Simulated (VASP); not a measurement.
**GaGe3: single point with r2SCAN**

Crystal: GaGe3.

```
Ge Ga
1.0
     0.00000    3.31802    3.31802
     3.31802    0.00000    3.31802
     3.31802    3.31802    0.00000
Ge Ga
3 1
Direct
  0.50000 0.50000 0.50000
  0.75000 0.75000 0.75000
  0.25000 0.25000 0.25000
  0.00000 0.00000 0.00000
```

* Program: VASP 6.6.1
* Task: single point
* Functional: r2SCAN
* Potentials or basis: VASP PAW PBE potentials, release 64 (Ge_d, Ga_d)
* Cutoff: 520 eV
* k mesh: 7 × 7 × 7
* Occupations: fermi-dirac, width 0.05 eV
* Spin: no spin polarisation
* Dipole correction: no
* Further INCAR settings: ALGO = Normal; EDIFF = 1e-06; NBANDS = 36

The pressure is 1.5 GPa.

Levels at points of the mesh, in eV from the Fermi level:
| k point | band 25 | band 26 | band 27 | band 28 | band 29 | band 30 | band 31 | band 32 |
| --- | --- | --- | --- | --- | --- | --- | --- | --- |
| (0.00, 0.00, 0.00) | -1.74 | -1.74 | -1.43 | -1.43 | -1.43 | -0.47 | 0.27 | 0.27 |

It took 2.2 min on 1 thread of AMD EPYC 9R45 96-Core Processor (Zen 5), on a shared host, peak memory 0.2 GiB.

Caveat: the PAW data sets were made with another functional, which shifts forces and pressure a little.
